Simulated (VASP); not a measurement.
# KSi16 (a cell with a defect) in VASP: a series of runs

The runs below take KSi16 (a cell with a defect) through single point, with PBE.

All numbers are computed with VASP 6.6.1; they aren't measurements. Logs are shortened: lines on timing, memory, paths and dates and some standing lists are left out, and cuts for length are marked.

## (1) The cell of the first run

The cell holds a defect, 17 atoms: a = 7.736 Å, b = 7.736 Å, c = 7.736 Å, α = 60.00°, β = 60.00°, γ = 60.00°.

## (2) Single point, PBE

INCAR reads:

```
SYSTEM = KSi16
  PREC = Accurate
  ENCUT = 520
  EDIFF = 1E-7
  ISMEAR = 0
  SIGMA = 0.02
  LREAL = Auto
  LASPH = .TRUE.
  NELM = 80
  ALGO = Normal
  ISIF = 2
  LWAVE = .FALSE.
  LCHARG = .FALSE.
  GGA = PE
  NELECT = 72.0
  NBANDS = 50
```

KPOINTS reads:

```
Automatic mesh
0
G
  2 2 2
  0 0 0
```

POSCAR reads:

```
KSi16
1.0
    0.0000000000      5.4700937627     -5.4700937627
    5.4700937627      5.4700937627      0.0000000000
    5.4700937627      0.0000000000     -5.4700937627
Si K
16 1
Direct
    0.1346552787      0.1422732468      0.1343033651
    0.1155083491      0.6527163253      0.1151569840
    0.5876585740      0.1422744351      0.1343029081
    0.6230159204      0.6151639526      0.1376948061
    0.1346550959      0.1422734296      0.5873071175
    0.1380471767      0.6151634955      0.6226637326
    0.6403709245      0.0781319331      0.6400175485
    0.6230158289      0.6151644096      0.6226633670
    0.2522634090      0.7604724307      0.2519111298
    0.2346585005      0.2952660539      0.2343071354
    0.7342429900      0.7604734362      0.2519108556
    0.7365457842      0.2465742926      0.2792252869
    0.2522633176      0.7604721565      0.7338916249
    0.2795788457      0.2465739270      0.7361931394
    0.7647487742      0.7049969648      0.7643963123
    0.7365447787      0.2465747496      0.7361928652
   -0.0222795998      0.0660801287     -0.0226304165
```

Potentials or basis: VASP PAW PBE potentials, release 64 (Si, K_sv).

The run is started by

```console
$ cat potpaw_PBE.64/Si/POTCAR potpaw_PBE.64/K_sv/POTCAR > POTCAR
$ mpirun -np 1 vasp_std > vasp.out
```

OUTCAR:

```text
SYSTEM = KSi16
   PREC = Accurate
   ENCUT = 520
   EDIFF = 1E-7
   ISMEAR = 0
   LREAL = Auto
   LASPH = .TRUE.
   NELM = 80
   ISIF = 2
   GGA = PE
   NELECT = 72.0

 ion  position               nearest neighbor table
   1  0.135  0.142  0.134-  10 2.24   9 2.42  17 2.49  12 2.52  14 2.52
   2  0.116  0.653  0.115-  10 2.26  11 2.41   9 2.41  13 2.41  17 2.61
   3  0.588  0.142  0.134-  10 2.24  11 2.42  17 2.49  12 2.52  16 2.52
   4  0.623  0.615  0.138-  12 2.33   9 2.35  11 2.35  15 2.37
   5  0.135  0.142  0.587-  10 2.24  13 2.42  17 2.49  16 2.52  14 2.52
   6  0.138  0.615  0.623-  14 2.33   9 2.35  13 2.35  15 2.37
   7  0.640  0.078  0.640-  14 2.30  16 2.30  12 2.30  15 2.36
   8  0.623  0.615  0.623-  16 2.33  13 2.35  11 2.35  15 2.37
   9  0.252  0.760  0.252-   4 2.35   6 2.35   2 2.41   1 2.42  17 3.01
  10  0.235  0.295  0.234-   1 2.24   3 2.24   5 2.24   2 2.26
  11  0.734  0.760  0.252-   8 2.35   4 2.35   2 2.41   3 2.42  17 3.01
  12  0.737  0.247  0.279-   7 2.30   4 2.33   1 2.52   3 2.52  17 2.68
  13  0.252  0.760  0.734-   8 2.35   6 2.35   2 2.41   5 2.42  17 3.01
  14  0.280  0.247  0.736-   7 2.30   6 2.33   1 2.52   5 2.52  17 2.68
  15  0.765  0.705  0.764-   7 2.36   6 2.37   8 2.37   4 2.37
  16  0.737  0.247  0.736-   7 2.30   8 2.33   3 2.52   5 2.52  17 2.68
  17  0.978  0.066  0.977-   3 2.49   1 2.49   5 2.49   2 2.61  12 2.68  16 2.68  14 2.68  11 3.01
                             9 3.01  13 3.01

  LATTYP: Found a face centered cubic cell.
 ALAT       =    10.9401875254

  Lattice vectors:

 A1 = (   0.0000000000,   5.4700937627,  -5.4700937627)
 A2 = (   5.4700937627,   5.4700937627,   0.0000000000)
 A3 = (   5.4700937627,   0.0000000000,  -5.4700937627)

Analysis of symmetry for initial positions (statically):
=====================================================================
 Subroutine PRICEL returns:
 Original cell was already a primitive cell.

 Routine SETGRP: Setting up the symmetry group for a
 face centered cubic supercell.

 Subroutine GETGRP returns: Found  6 space group operations
 (whereof  1 operations were pure point group operations)
 out of a pool of 48 trial point group operations.

The static configuration has the point symmetry C_1 .
 The point group associated with its full space group is C_3v.

Analysis of symmetry for dynamics (positions and initial velocities):
=====================================================================
 Subroutine PRICEL returns:
 Original cell was already a primitive cell.

 Routine SETGRP: Setting up the symmetry group for a
 face centered cubic supercell.

 Subroutine GETGRP returns: Found  6 space group operations
 (whereof  1 operations were pure point group operations)
 out of a pool of 48 trial point group operations.

The dynamic configuration has the point symmetry C_1 .
 The point group associated with its full space group is C_3v.

 Subroutine INISYM returns: Found  6 space group operations
 (whereof  1 operations are pure point group operations),
 and found     1 'primitive' translations

----------------------------------------------------------------------------------------

                                     Primitive cell

  volume of cell :     327.3515

  direct lattice vectors                    reciprocal lattice vectors
     0.000000000  5.470093763 -5.470093763    -0.091406111  0.091406111 -0.091406111
     5.470093763  5.470093763  0.000000000     0.091406111  0.091406111  0.091406111
     5.470093763  0.000000000 -5.470093763     0.091406111 -0.091406111 -0.091406111

  length of vectors
     7.735880787  7.735880787  7.735880787     0.158320029  0.158320029  0.158320029

  position of ions in fractional coordinates (direct lattice)
     0.134655279  0.142273247  0.134303365
     0.115508349  0.652716325  0.115156984
     0.587658574  0.142274435  0.134302908
     0.623015920  0.615163953  0.137694806
     0.134655096  0.142273430  0.587307118
     0.138047177  0.615163495  0.622663733
[... 9 lines left out ...]
     0.736544779  0.246574750  0.736192865
     0.977720400  0.066080129  0.977369583

  ion indices of the primitive-cell ions
   primitive index   ion index
                 1           1
                 2           2
                 3           3
                 4           4
                 5           5
                 6           6
[... 9 lines left out ...]
                16          16
                17          17

----------------------------------------------------------------------------------------

 KPOINTS: Automatic mesh

Automatic generation of k-mesh.
 Grid dimensions read from file:
 generate k-points for:    2    2    2

 Generating k-lattice:

  Cartesian coordinates                     Fractional coordinates (reciprocal lattice)
    -0.045703056  0.045703056 -0.045703056     0.500000000  0.000000000  0.000000000
     0.045703056  0.045703056  0.045703056     0.000000000  0.500000000  0.000000000
     0.045703056 -0.045703056 -0.045703056     0.000000000  0.000000000  0.500000000

  Length of vectors
     0.079160015  0.079160015  0.079160015

  Shift w.r.t. Gamma in fractional coordinates (k-lattice)
     0.000000000  0.000000000  0.000000000

 Subroutine IBZKPT returns following result:
 ===========================================

 Found      4 irreducible k-points:

 Following reciprocal coordinates:
            Coordinates               Weight
  0.000000  0.000000  0.000000      1.000000
  0.500000  0.000000  0.000000      3.000000
  0.000000  0.500000  0.000000      1.000000
  0.500000  0.500000  0.000000      3.000000
   k-points           NKPTS =      4   k-points in BZ     NKDIM =      4   number of bands    NBANDS=     50
   number of dos      NEDOS =    301   number of ions     NIONS =     17
   total plane-waves  NPLWV = 216000
   dimension x,y,z NGX =    60 NGY =   60 NGZ =   60
   dimension x,y,z NGXF=   120 NGYF=  120 NGZF=  120
   ions per type =              16   1
   NGX,Y,Z   is equivalent  to a cutoff of  12.89, 12.89, 12.89 a.u.
   NGXF,Y,Z  is equivalent  to a cutoff of  25.79, 25.79, 25.79 a.u.
 SYSTEM =  KSi16
   PREC   = accura    normal or accurate (medium, high low for compatibility)
   ISTART =      0    job   : 0-new  1-cont  2-samecut
   ICHARG =      2    charge: 1-file 2-atom 10-const
   ISPIN  =      1    spin polarized calculation?
   LNONCOLLINEAR =      F non collinear calculations
   LSORBIT =      F    spin-orbit coupling
   LASPH  =      T    aspherical Exc in radial PAW
   ENCUT  =  520.0 eV  38.22 Ry    6.18 a.u.  14.38 14.38 14.38*2*pi/ulx,y,z
   NELM   =     80;   NELMIN=  2; NELMDL= -5     # of ELM steps
   EDIFF  = 0.1E-06   stopping-criterion for ELM
   LREAL  =      T    real-space projection
   EDIFFG = 0.1E-05   stopping-criterion for IOM
   NSW    =      0    number of steps for IOM
   IBRION =     -1    ionic relax: 0-MD 1-quasi-New 2-CG
   NFREE  =      0    steps in history (QN), initial steepest desc. (CG)
   ISIF   =      2    stress and relaxation
   ISYM   =      2    0-nonsym 1-usesym 2-fastsym
   POTIM  = 0.5000    time-step for ionic-motion
   TEBEG  =    0.0;   TEEND  =   0.0 temperature during run
   PSTRESS=    0.0 pullay stress
   NELECT =      72.0000    total number of electrons
   NUPDOWN=      -1.0000    fix difference up-down
   EMIN   =  10.00;   EMAX   =-10.00  energy-range for DOS
   EFERMI =   0.00;   METHOD = LEGACY
   ISMEAR =     0;   SIGMA  =   0.02  broadening in eV -4-tet -1-fermi 0-gaus
   EFERMI_NEDOS =   21; number of points for ismear=-14 and -15
   IALGO  =     38    algorithm
   IMIX   =      4    mixing-type and parameters
     AMIX     =   0.40;   BMIX     =  1.00
     AMIX_MAG =   1.60;   BMIX_MAG =  1.00
  volume/ion in A,a.u.               =      19.26       129.95
  Fermi-wavevector in a.u.,A,eV,Ry     =   0.988206  1.867439 13.286789  0.976551
  Thomas-Fermi vector in A             =   2.119716
   LORBIT       =      0    0 simple, 1 ext, 2 COOP (PROOUT), +10 PAW based schemes
   GGA     = PE    functional components
   LHFCALC =     F    Hartree Fock is set to
   AEXX    =    0.0000 exact exchange contribution
   IVDW    =     0    specifies the selected vdW correction
   LEPSILON=     F    determine dielectric tensor
   LRPA    =     F    only Hartree local field effects (RPA)
 non-spin polarized calculation
 Gauss-broadening in eV      SIGMA  =   0.02
  energy-cutoff  :      520.00
  volume of cell :      327.35
 maximum number of plane-waves:      8824
 NGX is ok and might be reduce to    60
   NGX = 29   NGY = 29   NGZ = 29

 number of electron      71.9999999 magnetization

 Free energy of the ion-electron system (eV)
  ---------------------------------------------------
  ext. energy  EPLUGINS =         0.00000000
  ---------------------------------------------------
  free energy    TOTEN  =       -87.66610938 eV

  energy without entropy =      -87.66610938  energy(sigma->0) =      -87.66610938

 E-fermi :   5.9714     XC(G=0):  -9.5340

 val. band max:        5.8651655357   @ k =   0.0000   0.0000   0.0000
 cond. band min:       6.2804048746   @ k =   0.0000   0.0000   0.0000
 fundamental gap:      0.4152393389
 Fermi energy:         5.9714048853

 k-point     1 :       0.0000    0.0000    0.0000
  band No.  band energies     occupation
      1     -23.9838      2.00000
      2      -8.3547      2.00000
      3      -8.3547      2.00000
      4      -8.0153      2.00000
      5      -5.8151      2.00000
      6      -3.8697      2.00000
[... 40 lines left out ...]
     47       8.3360      0.00000
     48       8.5574      0.00000

 k-point     2 :       0.5000    0.0000    0.0000
  band No.  band energies     occupation
      1     -23.9838      2.00000
      2      -8.3747      2.00000
      3      -8.3554      2.00000
      4      -8.0179      2.00000
      5      -5.0223      2.00000
      6      -4.8855      2.00000
[... 40 lines left out ...]
     47       9.3443      0.00000
     48       9.4380      0.00000

 k-point     3 :       0.0000    0.5000    0.0000
  band No.  band energies     occupation
      1     -23.9838      2.00000
      2      -8.3547      2.00000
      3      -8.3547      2.00000
      4      -8.0351      2.00000
      5      -5.0230      2.00000
      6      -4.9225      2.00000
[... 40 lines left out ...]
     47       9.5180      0.00000
     48       9.5180      0.00000

 k-point     4 :       0.5000    0.5000    0.0000
  band No.  band energies     occupation
      1     -23.9838      2.00000
      2      -8.3700      2.00000
      3      -8.3589      2.00000
      4      -8.0238      2.00000
      5      -4.7369      2.00000
      6      -4.6826      2.00000
[... 40 lines left out ...]
     47      10.0861      0.00000
     48      10.1905      0.00000
 [bands above 48 left out]

------------------------ aborting loop because EDIFF is reached ----------------------------------------

  FORCE on cell =-STRESS in cart. coord.  units (eV):
  Direction    XX          YY          ZZ          XY          YZ          ZX
  --------------------------------------------------------------------------------------
  -------------------------------------------------------------------------------------
  Total        6.3861060      6.3861060      6.3861060     -1.1836799     -1.1836799     -1.1836799
  in kB       31.2559280     31.2559280     31.2559280     -5.7933604     -5.7933604     -5.7933604
  external PRESSURE =      31.2559280 kB  Pullay stress =       0.0000000 kB

 VOLUME and BASIS-vectors are now :
 -----------------------------------------------------------------------------
  energy-cutoff  :      520.00
  volume of cell :      327.35
      direct lattice vectors                 reciprocal lattice vectors
     0.000000000  5.470093763 -5.470093763    -0.091406111  0.091406111 -0.091406111
     5.470093763  5.470093763  0.000000000     0.091406111  0.091406111  0.091406111
     5.470093763  0.000000000 -5.470093763     0.091406111 -0.091406111 -0.091406111

 POSITION                                       TOTAL-FORCE (eV/Angst)
 -----------------------------------------------------------------------------------
      1.51290      1.51483     -1.47123         0.043668      0.043668      0.147625
      4.20034      4.20226     -1.26176        -0.135518     -0.135518     -0.135518
      1.51290      3.99280     -3.94920         0.043668      0.147625      0.043668
      4.11821      6.77296     -4.16116         0.037115      0.081267      0.081267
      3.99087      1.51483     -3.94920         0.147625      0.043668      0.043668
      6.77103      4.12013     -4.16116         0.081267      0.037115      0.081267
[... 9 lines left out ...]
      5.37583      5.37776     -8.05601         0.144048      0.144048      0.006482
      5.70777      5.70969    -10.69453        -0.751138     -0.751138     -0.751138
 -----------------------------------------------------------------------------------
    total drift:                               -0.005158     -0.010229     -0.009576

  FREE ENERGIE OF THE ION-ELECTRON SYSTEM (eV)
  ---------------------------------------------------
  free  energy   TOTEN  =       -87.6661093830 eV

  energy  without entropy=      -87.6661093830  energy(sigma->0) =      -87.66610938
```

Run time: 3.1 min. Hardware: 1 thread of Intel Xeon Platinum 8488C (Sapphire Rapids), shared host; peak memory 0.46 GiB.

What came out:

| Property | Result |
| --- | --- |
| Free energy | -87.6661 eV |
| Largest force | 1.301 eV/Å |

Forces on the atoms (eV/Å):
```
Si   0.044  0.044  0.148
Si  -0.136 -0.136 -0.136
Si   0.044  0.148  0.044
Si   0.037  0.081  0.081
Si   0.148  0.044  0.044
Si   0.081  0.037  0.081
Si   0.124  0.124  0.124
Si   0.081  0.081  0.037
Si   0.007  0.007 -0.005
Si  -0.077 -0.077 -0.077
Si   0.007 -0.005  0.007
Si   0.006  0.144  0.144
Si  -0.005  0.007  0.007
Si   0.144  0.006  0.144
Si   0.101  0.101  0.101
Si   0.144  0.144  0.006
K   -0.751 -0.751 -0.751
```

Caveat: the k points lie up to 0.50 Å⁻¹ apart; the cell carries a net charge on a neutralising background, which shifts energy and pressure; the cell is charged against a uniform background, so pressure and absolute levels hang on convention.

## (3) Single point, PBE

INCAR reads:

```
  PREC = Accurate
  ENCUT = 520
  EDIFF = 1E-7
  ISMEAR = 0
  SIGMA = 0.02
  LREAL = Auto
  LASPH = T
  NELM = 60
  ALGO = Normal
  ISIF = 2
  LWAVE = F
  LCHARG = T
  GGA = PE
  LELF = T
  LVHAR = T
  NELECT = 72.0
  NBANDS = 50
```

KPOINTS reads:

```
regular mesh
0
Gamma
  2 2 2
```

POSCAR reads:

```
KSi16
1.0
    0.0000000000      5.4700937627     -5.4700937627
    5.4700937627      5.4700937627      0.0000000000
    5.4700937627      0.0000000000     -5.4700937627
Si K
16 1
Direct
    0.1384542081      0.1284256780      0.1373454519
    0.1102512180      0.6700030491      0.1091420963
    0.5954212380      0.1284261350      0.1373459090
    0.6227366747      0.6145274918      0.1396469664
    0.1384552135      0.1284252209      0.5943124818
    0.1407569108      0.6145266692      0.6216272787
    0.6403414917      0.0797339166      0.6392316387
    0.6227367661      0.6145277660      0.6216270959
    0.2519838891      0.7598360614      0.2508747673
    0.2346289763      0.2968681289      0.2335204030
    0.7369528156      0.7598365184      0.2508744931
    0.7403447136      0.2327267238      0.2862318395
    0.2519841633      0.7598356043      0.7358436938
    0.2873416011      0.2327255355      0.7392358660
    0.7594917346      0.7222835972      0.7583816987
    0.7403448964      0.2327267238      0.7392355918
   -0.1027203599      0.3089199332     -0.1038300301
```

Potentials or basis: VASP PAW PBE potentials, release 64 (Si, K_sv).

The run is started by

```console
$ cat potpaw_PBE.64/Si/POTCAR potpaw_PBE.64/K_sv/POTCAR > POTCAR
$ mpirun -np 1 vasp_std > vasp.out
```

OUTCAR:

```text
PREC = Accurate
   ENCUT = 520
   EDIFF = 1E-7
   ISMEAR = 0
   LREAL = Auto
   LASPH = T
   NELM = 60
   ISIF = 2
   GGA = PE
   NELECT = 72.0

 ion  position               nearest neighbor table
   1  0.138  0.128  0.137-  10 2.30   9 2.33  12 2.52  14 2.52  17 2.68
   2  0.110  0.670  0.109-  10 2.36   9 2.37  11 2.37  13 2.37
   3  0.595  0.128  0.137-  10 2.30  11 2.33  12 2.52  16 2.52  17 2.68
   4  0.623  0.615  0.140-  11 2.35   9 2.35  15 2.41  12 2.42  17 3.01
   5  0.138  0.128  0.594-  10 2.30  13 2.33  14 2.52  16 2.52  17 2.68
[... 427 lines left out ...]
  Total        6.3872170      6.3872170      6.3872170     -1.1909504     -1.1909504     -1.1909504
  in kB       31.2613655     31.2613655     31.2613655     -5.8289450     -5.8289450     -5.8289450
  external PRESSURE =      31.2613655 kB  Pullay stress =       0.0000000 kB

 VOLUME and BASIS-vectors are now :
 -----------------------------------------------------------------------------
  energy-cutoff  :      520.00
  volume of cell :      327.35
      direct lattice vectors                 reciprocal lattice vectors
     0.000000000  5.470093763 -5.470093763    -0.091406111  0.091406111 -0.091406111
     5.470093763  5.470093763  0.000000000     0.091406111  0.091406111  0.091406111
     5.470093763  0.000000000 -5.470093763     0.091406111 -0.091406111 -0.091406111

 POSITION                                       TOTAL-FORCE (eV/Angst)
 -----------------------------------------------------------------------------------
      1.45379      1.45986     -1.50865        -0.143303     -0.143303     -0.008678
      4.26200      4.26806     -1.20010        -0.099892     -0.099892     -0.099892
      1.45380      3.95951     -4.00831        -0.143303     -0.008678     -0.143303
      4.12540      6.76795     -4.17031         0.004588     -0.007982     -0.007982
      3.95344      1.45986     -4.00831        -0.008678     -0.143303     -0.143303
      6.76188      4.13147     -4.17031        -0.007982      0.004588     -0.007982
[... 9 lines left out ...]
      5.31673      5.32279     -8.09344        -0.043224     -0.043224     -0.146572
      6.59195      6.59802     -9.81034         0.751550      0.751550      0.751550
 -----------------------------------------------------------------------------------
    total drift:                               -0.009681     -0.008040     -0.013249

  FREE ENERGIE OF THE ION-ELECTRON SYSTEM (eV)
  ---------------------------------------------------
  free  energy   TOTEN  =       -87.6665517698 eV

  energy  without entropy=      -87.6665517698  energy(sigma->0) =      -87.66655177
```

stdout:

```text
POSCAR found type information on POSCAR SiK
 POSCAR found :  2 types and      17 ions
 scaLAPACK will be used
 LDA part: xc-table for (Slater+PW92), standard interpolation
 POSCAR, INCAR and KPOINTS ok, starting setup
 FFT: planning ... GRIDC
 FFT: planning ... GRID_SOFT
 FFT: planning ... GRID
 WAVECAR not read
 entering main loop
 the old and the new charge density differ
 old charge density:    73.00000 new   72.00000
    0.256E+01
```

Run time: 3.4 min. Hardware: 1 thread of Intel Xeon Platinum 8488C (Sapphire Rapids), shared host; peak memory 0.46 GiB.

What came out:

* Free energy: -87.6666 eV
* Largest force: 1.302 eV/Å

Forces on the atoms (eV/Å):
```
Si  -0.143 -0.143 -0.009
Si  -0.100 -0.100 -0.100
Si  -0.143 -0.009 -0.143
Si   0.005 -0.008 -0.008
Si  -0.009 -0.143 -0.143
Si  -0.008  0.005 -0.008
Si   0.078  0.078  0.078
Si  -0.008 -0.008  0.005
Si  -0.082 -0.082 -0.038
Si  -0.123 -0.123 -0.123
Si  -0.082 -0.038 -0.082
Si  -0.147 -0.043 -0.043
Si  -0.038 -0.082 -0.082
Si  -0.043 -0.147 -0.043
Si   0.135  0.135  0.135
Si  -0.043 -0.043 -0.147
K    0.752  0.752  0.752
```

Caveat: the k points lie up to 0.50 Å⁻¹ apart; the cell carries a net charge on a neutralising background, which shifts energy and pressure; the cell is charged against a uniform background, so pressure and absolute levels hang on convention.
